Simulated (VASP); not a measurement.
# SrTiO3 (P4/mmm) in VASP: further runs

The runs below take SrTiO3 through single point, with PBEsol.

All numbers are computed with VASP 6.6.1; they aren't measurements. Logs are shortened: lines on timing, memory, paths and dates and some standing lists are left out, and cuts for length are marked.

## (1) The cell of the first run

Symmetry: P4/mmm, No. 123, tetragonal system. The conventional cell has a = 3.949 Å, b = 3.949 Å, c = 3.891 Å, α = 90.00°, β = 90.00°, γ = 90.00°. Sr (site symmetry 4/mmm) has 12 O at 2.77 to 2.79 Å and 8 Ti at 3.40 Å within 3.7 Å. Within 2.6 Å of Ti (site symmetry 4/mmm) lie 6 O at 1.95 to 1.97 Å. Within 2.6 Å of O (site symmetry mmm) lie 2 Ti at 1.97 Å. Within 2.6 Å of O (site symmetry 4/mmm) lie 2 Ti at 1.95 Å.

## (2) Single point, PBEsol (strain +0.015 along x and y, +0.000 along z)

INCAR

```
  PREC = Accurate
  ENCUT = 520
  EDIFF = 1E-7
  ISMEAR = 0
  SIGMA = 0.05
  LREAL = False
  LASPH = True
  NELM = 80
  ALGO = Normal
  ISIF = 2
  LWAVE = False
  LCHARG = False
  GGA = PS
  NBANDS = 28
```

KPOINTS

```
Automatic mesh
0
Gamma
  8 8 8
```

POSCAR

```
SrTiO3
1.0
    3.9494869374      0.0000000000      0.0000000000
    0.0000000000      3.9494869374      0.0000000000
    0.0000000000      0.0000000000      3.8911201354
Sr Ti O
1 1 3
Direct
    0.0000000000      0.0000000000      0.0000000000
    0.5000000000      0.5000000000      0.5000000000
    0.0000000000      0.5000000000      0.5000000000
    0.5000000000      0.0000000000      0.5000000000
    0.5000000000      0.5000000000      0.0000000000
```

Potentials or basis: VASP PAW PBE potentials, release 64 (Sr_sv, Ti_sv, O).

On the command line:

```sh
$ cat potpaw_PBE.64/Sr_sv/POTCAR potpaw_PBE.64/Ti_sv/POTCAR potpaw_PBE.64/O/POTCAR > POTCAR
$ mpirun -np 1 vasp_std > vasp.out
```

OUTCAR:

```text
PREC = Accurate
   ENCUT = 520
   EDIFF = 1E-7
   ISMEAR = 0
   LREAL = False
   LASPH = True
   NELM = 80
   ISIF = 2
   GGA = PS

 ion  position               nearest neighbor table
   1  0.000  0.000  0.000-   3 2.77   4 2.77   3 2.77   4 2.77   3 2.77   3 2.77   4 2.77   4 2.77
                             5 2.79   5 2.79   5 2.79   5 2.79   2 3.40   2 3.40   2 3.40   2 3.40
   2  0.500  0.500  0.500-   5 1.95   5 1.95   3 1.97   4 1.97   4 1.97   3 1.97   1 3.40   1 3.40
                             1 3.40   1 3.40   1 3.40   1 3.40   1 3.40   1 3.40
   3  0.000  0.500  0.500-   2 1.97   2 1.97   1 2.77   1 2.77   1 2.77   1 2.77
   4  0.500  0.000  0.500-   2 1.97   2 1.97   1 2.77   1 2.77   1 2.77   1 2.77
   5  0.500  0.500  0.000-   2 1.95   2 1.95   1 2.79   1 2.79   1 2.79   1 2.79

  LATTYP: Found a simple tetragonal cell.
 ALAT       =     3.9494869374
 C/A-ratio  =     0.9852216749

  Lattice vectors:

 A1 = (   3.9494869374,   0.0000000000,   0.0000000000)
 A2 = (   0.0000000000,   3.9494869374,   0.0000000000)
 A3 = (   0.0000000000,   0.0000000000,   3.8911201354)

Analysis of symmetry for initial positions (statically):
=====================================================================
 Subroutine PRICEL returns:
 Original cell was already a primitive cell.

 Routine SETGRP: Setting up the symmetry group for a
 simple tetragonal supercell.

 Subroutine GETGRP returns: Found 16 space group operations
 (whereof 16 operations were pure point group operations)
 out of a pool of 16 trial point group operations.

The static configuration has the point symmetry D_4h.

Analysis of symmetry for dynamics (positions and initial velocities):
=====================================================================
 Subroutine PRICEL returns:
 Original cell was already a primitive cell.

 Routine SETGRP: Setting up the symmetry group for a
 simple tetragonal supercell.

 Subroutine GETGRP returns: Found 16 space group operations
 (whereof 16 operations were pure point group operations)
 out of a pool of 16 trial point group operations.

The dynamic configuration has the point symmetry D_4h.

 Subroutine INISYM returns: Found 16 space group operations
 (whereof 16 operations are pure point group operations),
 and found     1 'primitive' translations

----------------------------------------------------------------------------------------

                                     Primitive cell

  volume of cell :      60.6954

  direct lattice vectors                    reciprocal lattice vectors
     3.949486937  0.000000000  0.000000000     0.253197445  0.000000000  0.000000000
     0.000000000  3.949486937  0.000000000     0.000000000  0.253197445  0.000000000
     0.000000000  0.000000000  3.891120135     0.000000000  0.000000000  0.256995406

  length of vectors
     3.949486937  3.949486937  3.891120135     0.253197445  0.253197445  0.256995406

  position of ions in fractional coordinates (direct lattice)
     0.000000000  0.000000000  0.000000000
     0.500000000  0.500000000  0.500000000
     0.000000000  0.500000000  0.500000000
     0.500000000  0.000000000  0.500000000
     0.500000000  0.500000000  0.000000000

  ion indices of the primitive-cell ions
   primitive index   ion index
                 1           1
                 2           2
                 3           3
                 4           4
                 5           5

----------------------------------------------------------------------------------------

 KPOINTS: Automatic mesh

Automatic generation of k-mesh.
 Grid dimensions read from file:
 generate k-points for:    8    8    8

 Generating k-lattice:

  Cartesian coordinates                     Fractional coordinates (reciprocal lattice)
     0.031649681  0.000000000  0.000000000     0.125000000  0.000000000  0.000000000
     0.000000000  0.031649681  0.000000000     0.000000000  0.125000000  0.000000000
     0.000000000  0.000000000  0.032124426     0.000000000  0.000000000  0.125000000

  Length of vectors
     0.031649681  0.031649681  0.032124426

  Shift w.r.t. Gamma in fractional coordinates (k-lattice)
     0.000000000  0.000000000  0.000000000

 Subroutine IBZKPT returns following result:
 ===========================================

 Found     75 irreducible k-points:

 Following reciprocal coordinates:
            Coordinates               Weight
  0.000000  0.000000  0.000000      1.000000
  0.125000  0.000000  0.000000      4.000000
  0.250000  0.000000  0.000000      4.000000
  0.375000  0.000000  0.000000      4.000000
  0.500000  0.000000  0.000000      2.000000
  0.125000  0.125000  0.000000      4.000000
[... 16 lines left out ...]
  0.375000  0.125000  0.125000     16.000000
  0.500000  0.125000  0.125000      8.000000
 [... further k-points ...]
   k-points           NKPTS =     75   k-points in BZ     NKDIM =     75   number of bands    NBANDS=     28
[... 34 lines left out ...]
   IALGO  =     38    algorithm
   IMIX   =      4    mixing-type and parameters
     AMIX     =   0.40;   BMIX     =  1.00
     AMIX_MAG =   1.60;   BMIX_MAG =  1.00
  volume/ion in A,a.u.               =      12.14        81.92
  Fermi-wavevector in a.u.,A,eV,Ry     =   1.424654  2.692206 27.614927  2.029640
  Thomas-Fermi vector in A             =   2.545122
   LORBIT       =      0    0 simple, 1 ext, 2 COOP (PROOUT), +10 PAW based schemes
   GGA     = PS    functional components
   LHFCALC =     F    Hartree Fock is set to
   AEXX    =    0.0000 exact exchange contribution
   IVDW    =     0    specifies the selected vdW correction
   LEPSILON=     F    determine dielectric tensor
   LRPA    =     F    only Hartree local field effects (RPA)
 non-spin polarized calculation
 Gauss-broadening in eV      SIGMA  =   0.05
  energy-cutoff  :      520.00
  volume of cell :       60.70
 maximum number of plane-waves:      1667
 NGX is ok and might be reduce to    30
   NGX = 15   NGY = 15   NGZ = 15

 number of electron      39.9999993 magnetization

 Free energy of the ion-electron system (eV)
  ---------------------------------------------------
  ext. energy  EPLUGINS =         0.00000000
  ---------------------------------------------------
  free energy    TOTEN  =       -41.98941802 eV

  energy without entropy =      -41.98941802  energy(sigma->0) =      -41.98941802

 E-fermi :   4.1646     XC(G=0): -11.4382

 val. band max:        3.8803964589   @ k =   0.5000   0.5000   0.5000
 cond. band min:       5.6217447834   @ k =   0.0000   0.0000   0.0000
 fundamental gap:      1.7413483244
 Fermi energy:         4.1645710650

 k-point     1 :       0.0000    0.0000    0.0000
  band No.  band energies     occupation
      1     -52.4076      2.00000
      2     -28.8325      2.00000
      3     -28.7651      2.00000
      4     -28.7527      2.00000
      5     -28.7527      2.00000
      6     -13.4237      2.00000
[... 20 lines left out ...]
     27       9.1965      0.00000
     28       9.7286      0.00000

 k-point     2 :       0.1250    0.0000    0.0000
  band No.  band energies     occupation
      1     -52.4074      2.00000
      2     -28.8491      2.00000
      3     -28.7648      2.00000
      4     -28.7523      2.00000
      5     -28.7421      2.00000
      6     -13.4348      2.00000
[... 20 lines left out ...]
     27       9.4487      0.00000
     28      10.0955      0.00000

 k-point     3 :       0.2500    0.0000    0.0000
  band No.  band energies     occupation
      1     -52.4069      2.00000
      2     -28.8817      2.00000
      3     -28.7639      2.00000
      4     -28.7514      2.00000
      5     -28.7241      2.00000
      6     -13.5026      2.00000
[... 20 lines left out ...]
     27      10.0885      0.00000
     28      11.1091      0.00000

 k-point     4 :       0.3750    0.0000    0.0000
  band No.  band energies     occupation
      1     -52.4065      2.00000
      2     -28.9099      2.00000
      3     -28.7630      2.00000
      4     -28.7505      2.00000
      5     -28.7102      2.00000
      6     -13.6042      2.00000
[... 578 lines left out ...]
     27      10.5153      0.00000
     28      11.2109      0.00000

 k-point    23 :       0.3750    0.1250    0.1250
  band No.  band energies     occupation
      1     -52.4060      2.00000
      2     -28.8939      2.00000
      3     -28.7750      2.00000
      4     -28.7610      2.00000
      5     -28.7172      2.00000
      6     -13.4472      2.00000
[... 20 lines left out ...]
     27      11.1589      0.00000
     28      12.0668      0.00000

 k-point    24 :       0.5000    0.1250    0.1250
  band No.  band energies     occupation
      1     -52.4058      2.00000
      2     -28.9022      2.00000
      3     -28.7735      2.00000
      4     -28.7590      2.00000
      5     -28.7178      2.00000
      6     -13.4788      2.00000
[... 20 lines left out ...]
     27      11.4182      0.00000
     28      12.2868      0.00000

 [... further k-points ...]
[... 5 lines left out ...]
  --------------------------------------------------------------------------------------
  -------------------------------------------------------------------------------------
  Total       -2.1272648     -2.1272648     -0.8686157      0.0000000      0.0000000      0.0000000
  in kB      -56.1534100    -56.1534100    -22.9288483      0.0000000      0.0000000      0.0000000
  external PRESSURE =     -45.0785561 kB  Pullay stress =       0.0000000 kB

 VOLUME and BASIS-vectors are now :
 -----------------------------------------------------------------------------
  energy-cutoff  :      520.00
  volume of cell :       60.70
      direct lattice vectors                 reciprocal lattice vectors
     3.949486937  0.000000000  0.000000000     0.253197445  0.000000000  0.000000000
     0.000000000  3.949486937  0.000000000     0.000000000  0.253197445  0.000000000
     0.000000000  0.000000000  3.891120135     0.000000000  0.000000000  0.256995406

 POSITION                                       TOTAL-FORCE (eV/Angst)
 -----------------------------------------------------------------------------------
      0.00000      0.00000      0.00000         0.000000      0.000000      0.000000
      1.97474      1.97474      1.94556         0.000000      0.000000      0.000000
      0.00000      1.97474      1.94556         0.000000      0.000000      0.000000
      1.97474      0.00000      1.94556         0.000000      0.000000      0.000000
      1.97474      1.97474      0.00000         0.000000      0.000000      0.000000
 -----------------------------------------------------------------------------------
    total drift:                                0.000000      0.000000     -0.000000

  FREE ENERGIE OF THE ION-ELECTRON SYSTEM (eV)
  ---------------------------------------------------
  free  energy   TOTEN  =       -41.9894180223 eV

  energy  without entropy=      -41.9894180223  energy(sigma->0) =      -41.98941802
```

It took 2.3 min on 1 thread of Intel Xeon Platinum 8488C (Sapphire Rapids), shared host; peak memory 0.26 GiB.

What came out:

```yaml
Free_energy: -41.9894 eV
Pressure: -4.5 GPa
Band_gap_on_the_k_mesh: 1.74 eV, indirect (least direct gap 2.11 eV)
```

Stress tensor (GPa, compression positive):
```
-5.62  0.00  0.00
 0.00 -5.62  0.00
 0.00  0.00 -2.29
```

Caveat: the cell differs from its parent crystal (strain +0.015 along x and y, +0.000 along z); the PAW data sets were made with another functional, which shifts forces and pressure a little.

## (3) Single point, PBEsol (strain +0.030 along x and y, -0.015 along z)

INCAR

```
PREC = Accurate
ENCUT = 520
EDIFF = 1E-6
ISMEAR = 0
SIGMA = 0.05
LREAL = False
LASPH = True
NELM = 60
ALGO = Normal
ISIF = 2
LWAVE = False
LCHARG = False
GGA = PS
NBANDS = 28
```

KPOINTS

```
regular mesh
0
Gamma
  8 8 8
```

Edit POSCAR of step 2 so:

```diff
@@ -2,5 +2,5 @@
 1.0
-    3.9494869374      0.0000000000      0.0000000000
-    0.0000000000      3.9494869374      0.0000000000
-    0.0000000000      0.0000000000      3.8911201354
+    4.0078537395      0.0000000000      0.0000000000
+    0.0000000000      4.0078537395      0.0000000000
+    0.0000000000      0.0000000000      3.8327533334
 Sr Ti O
```

Potentials or basis: VASP PAW PBE potentials, release 64 (Sr_sv, Ti_sv, O).

On the command line:

```sh
$ cat potpaw_PBE.64/Sr_sv/POTCAR potpaw_PBE.64/Ti_sv/POTCAR potpaw_PBE.64/O/POTCAR > POTCAR
$ mpirun -np 1 vasp_std > vasp.out
```

Wall time 2.3 min (1 thread of Intel Xeon Platinum 8488C (Sapphire Rapids), shared host); peak memory 0.26 GiB.

Results (log left out):

```
Free energy            : -41.9107 eV
Pressure               : -6.3 GPa
Band gap on the k mesh : 1.68 eV, indirect (least direct gap 2.05 eV)
```

Stress tensor (GPa, compression positive):
```
-9.60  0.00  0.00
 0.00 -9.60  0.00
 0.00  0.00  0.28
```

Levels at points of the mesh, in eV from the valence-band top:
```tsv
k point	band 18	band 19	band 20	band 21	band 22	band 23
(0.00, 0.00, 0.00)	-0.41	-0.41	-0.37	1.68	1.75	1.75
(0.50, 0.00, 0.00)	-1.94	-0.75	-0.73	1.90	3.46	3.47
(0.50, 0.50, 0.00)	-1.75	-1.75	-0.20	3.47	3.47	3.88
(0.00, 0.00, 0.50)	-1.96	-0.80	-0.80	1.88	3.88	3.88
(0.50, 0.00, 0.50)	-1.50	-1.50	-0.10	3.47	3.88	4.16
(0.50, 0.50, 0.50)	-0.08	0.00	0.00	4.10	4.35	4.35
```

Caveat: the cell differs from its parent crystal (strain +0.030 along x and y, -0.015 along z); the PAW data sets were made with another functional, which shifts forces and pressure a little. A k mesh can miss the band edges.

## (4) Single point, PBEsol (strain +0.030 along x and y, +0.000 along z)

INCAR

```
  ALGO = Normal
  EDIFF = 1E-6
  ENCUT = 520
  GGA = PS
  ISIF = 2
  ISMEAR = 0
  LASPH = True
  LCHARG = True
  LELF = True
  LREAL = False
  LVHAR = True
  LWAVE = False
  NBANDS = 28
  NELM = 100
  PREC = Accurate
  SIGMA = 0.05
```

KPOINTS

```
k-points
0
Gamma
  8 8 8
```

Edit POSCAR of step 3 so:

```diff
@@ -4,3 +4,3 @@
     0.0000000000      4.0078537395      0.0000000000
-    0.0000000000      0.0000000000      3.8327533334
+    0.0000000000      0.0000000000      3.8911201354
 Sr Ti O
```

On the command line:

```sh
$ cat potpaw_PBE.64/Sr_sv/POTCAR potpaw_PBE.64/Ti_sv/POTCAR potpaw_PBE.64/O/POTCAR > POTCAR
$ mpirun -np 1 vasp_std > vasp.out
```

Wall time 2 min (1 thread of Intel Xeon Platinum 8488C (Sapphire Rapids), shared host); peak memory 0.26 GiB.

Results (log left out):

```yaml
Free_energy: -41.8979 eV
Pressure: -8.8 GPa
Band_gap_on_the_k_mesh: 1.67 eV, indirect (least direct gap 2.05 eV)
```

Stress tensor (GPa, compression positive):
```
-10.77   0.00   0.00
  0.00 -10.77   0.00
  0.00   0.00  -4.86
```

Levels at points of the mesh, in eV from the valence-band top:
```tsv
k point	band 18	band 19	band 20	band 21	band 22	band 23
(0.00, 0.00, 0.00)	-0.41	-0.41	-0.38	1.67	1.72	1.72
(0.50, 0.00, 0.00)	-1.90	-0.75	-0.74	1.86	3.43	3.44
(0.50, 0.50, 0.00)	-1.67	-1.67	-0.16	3.44	3.44	3.85
(0.00, 0.00, 0.50)	-1.91	-0.78	-0.78	1.85	3.70	3.70
(0.50, 0.00, 0.50)	-1.51	-1.50	-0.09	3.44	3.70	4.03
(0.50, 0.50, 0.50)	-0.06	0.00	0.00	4.05	4.22	4.22
```

Caveat: the cell differs from its parent crystal (strain +0.030 along x and y, +0.000 along z); the PAW data sets were made with another functional, which shifts forces and pressure a little. A k mesh can miss the band edges.

## (5) Single point, PBEsol (strain +0.015 along x and y, +0.030 along z)

INCAR

```
PREC = Accurate ; ENCUT = 520
EDIFF = 1E-7 ; ISMEAR = 0
SIGMA = 0.05 ; LREAL = F
LASPH = T ; NELM = 80
ALGO = Normal ; ISIF = 2
LWAVE = F ; LCHARG = F
GGA = PS ; NBANDS = 28
```

KPOINTS

```
regular mesh
0
Gamma
  8 8 8
```

Edit POSCAR of step 4 so:

```diff
@@ -2,5 +2,5 @@
 1.0
-    4.0078537395      0.0000000000      0.0000000000
-    0.0000000000      4.0078537395      0.0000000000
-    0.0000000000      0.0000000000      3.8911201354
+    3.9494869374      0.0000000000      0.0000000000
+    0.0000000000      3.9494869374      0.0000000000
+    0.0000000000      0.0000000000      4.0078537395
 Sr Ti O
```

On the command line:

```sh
$ cat potpaw_PBE.64/Sr_sv/POTCAR potpaw_PBE.64/Ti_sv/POTCAR potpaw_PBE.64/O/POTCAR > POTCAR
$ mpirun -np 1 vasp_std > vasp.out
```

Run time: 2.4 min. Hardware: 1 thread of Intel Xeon Platinum 8488C (Sapphire Rapids), shared host; peak memory 0.26 GiB.

Results (log left out):

```yaml
Free_energy: -41.9142 eV
Pressure: -9.1 GPa
Band_gap_on_the_k_mesh: 1.69 eV, indirect (least direct gap 2.09 eV)
```

Stress tensor (GPa, compression positive):
```
 -8.16   0.00   0.00
  0.00  -8.16   0.00
  0.00   0.00 -10.87
```

Levels at points of the mesh, in eV from the valence-band top:
```tsv
k point	band 18	band 19	band 20	band 21	band 22	band 23
(0.00, 0.00, 0.00)	-0.41	-0.40	-0.40	1.69	1.69	1.71
(0.50, 0.00, 0.00)	-1.91	-0.77	-0.76	1.85	3.55	3.56
(0.50, 0.50, 0.00)	-1.51	-1.51	-0.08	3.56	3.56	4.00
(0.00, 0.00, 0.50)	-1.90	-0.75	-0.75	1.85	3.43	3.43
(0.50, 0.00, 0.50)	-1.59	-1.59	-0.13	3.43	3.56	3.93
(0.50, 0.50, 0.50)	-0.03	-0.03	0.00	4.12	4.12	4.20
```

Caveat: the cell differs from its parent crystal (strain +0.015 along x and y, +0.030 along z); the PAW data sets were made with another functional, which shifts forces and pressure a little. A k mesh can miss the band edges.

## (6) Single point, PBEsol (strain +0.030 along x and y, +0.015 along z)

INCAR

```
PREC = Accurate
ENCUT = 520
EDIFF = 1E-7
ISMEAR = 0
SIGMA = 0.05
LREAL = False
LASPH = True
NELM = 100
ALGO = Normal
ISIF = 2
LWAVE = False
LCHARG = False
GGA = PS
NBANDS = 28
```

KPOINTS is that of step 5.

Edit POSCAR of step 5 so:

```diff
@@ -2,5 +2,5 @@
 1.0
-    3.9494869374      0.0000000000      0.0000000000
-    0.0000000000      3.9494869374      0.0000000000
-    0.0000000000      0.0000000000      4.0078537395
+    4.0078537395      0.0000000000      0.0000000000
+    0.0000000000      4.0078537395      0.0000000000
+    0.0000000000      0.0000000000      3.9494869374
 Sr Ti O
```

Potentials or basis: VASP PAW PBE potentials, release 64 (Sr_sv, Ti_sv, O).

On the command line:

```sh
$ cat potpaw_PBE.64/Sr_sv/POTCAR potpaw_PBE.64/Ti_sv/POTCAR potpaw_PBE.64/O/POTCAR > POTCAR
$ mpirun -np 1 vasp_std > vasp.out
```

Run time: 2.4 min. Hardware: 1 thread of Intel Xeon Platinum 8488C (Sapphire Rapids), shared host; peak memory 0.26 GiB.

Results (log left out):

```
Free energy            : -41.8569 eV
Pressure               : -11.1 GPa
Band gap on the k mesh : 1.66 eV, indirect (least direct gap 2.06 eV)
```

Stress tensor (GPa, compression positive):
```
-11.98   0.00   0.00
  0.00 -11.98   0.00
  0.00   0.00  -9.33
```

Levels at points of the mesh, in eV from the valence-band top:
```
           k point  band 18  band 19  band 20  band 21  band 22  band 23
(0.00, 0.00, 0.00)    -0.40    -0.40    -0.39     1.66     1.69     1.69
(0.50, 0.00, 0.00)    -1.85    -0.75    -0.74     1.83     3.41     3.41
(0.50, 0.50, 0.00)    -1.59    -1.59    -0.12     3.42     3.42     3.83
(0.00, 0.00, 0.50)    -1.85    -0.76    -0.76     1.82     3.54     3.54
(0.50, 0.00, 0.50)    -1.51    -1.51    -0.08     3.41     3.54     3.91
(0.50, 0.50, 0.50)    -0.03     0.00     0.00     4.02     4.10     4.10
```

Caveat: the cell differs from its parent crystal (strain +0.030 along x and y, +0.015 along z); the PAW data sets were made with another functional, which shifts forces and pressure a little.

## (7) Overview

```csv
cell,gap on the mesh (eV),pressure (GPa)
"a = 3.949, b = 3.949, c = 3.891 Å, 5 atoms",1.74,-4.5
"a = 4.008, b = 4.008, c = 3.833 Å, 5 atoms",1.68,-6.3
"a = 4.008, b = 4.008, c = 3.891 Å, 5 atoms",1.67,-8.8
"a = 3.949, b = 3.949, c = 4.008 Å, 5 atoms",1.69,-9.1
"a = 4.008, b = 4.008, c = 3.949 Å, 5 atoms",1.66,-11.1
```

Alike in all rows: task single point; level PBEsol; potentials or basis VASP PAW PBE potentials, release 64 (Sr_sv, Ti_sv, O); no spin polarisation; k mesh 8 × 8 × 8; cutoff (eV) 520; smearing gaussian 0.05 eV.

Caveats: the PAW data sets were made with another functional, which shifts forces and pressure a little.

Total energies depend on the potentials used, so only differences within one code and one set of settings carry meaning.
